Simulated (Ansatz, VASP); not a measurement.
**Two plane-wave programs on Al2Cu**

```
CELL_PARAMETERS angstrom
3.85360 0.00000 0.00000
0.00000 3.85360 0.00000
0.00000 0.00000 2.82138
ATOMIC_POSITIONS crystal
Al 0.50000 0.00000 0.50000
Al 0.00000 0.50000 0.50000
Cu 0.00000 0.00000 0.00000
```

Alike in both runs: task single point; functional LDA; k mesh 10 × 10 × 14; occupations gaussian, width 0.15 eV; no spin polarisation.

|  | VASP | Ansatz |
| --- | --- | --- |
| version | VASP 6.6.1 | Ansatz 0.2.0 |
| potentials or method | VASP PAW LDA potentials, release 64 (Al, Cu), cutoff 520 eV | scalar-relativistic, plane waves, PAW |
| valence electrons in the cell | 17 | 25 |

VASP gave:

| Property | Result |
| --- | --- |
| gap on the k mesh at the Fermi level (eV) | none |
| pressure (GPa) | 12.9 |
| traceless stress, the component that is largest in VASP (GPa) | -4.71 |

Estimate Ansatz's values.

gap on the k mesh at the Fermi level (eV): none; pressure (GPa): 12.7; traceless stress, the component that is largest in VASP (GPa): -4.74.

Ansatz warns that its potentials were made for another functional, while VASP's fit it. LDA's correlation is that of Perdew and Zunger in VASP and of Perdew and Wang (1992) in Ansatz. A gap of «none» marks a metal or a gap that the smearing closes. VASP's potentials hold 17 valence electrons a cell and Ansatz's 25, so a difference there can come from the potentials and not from the codes.
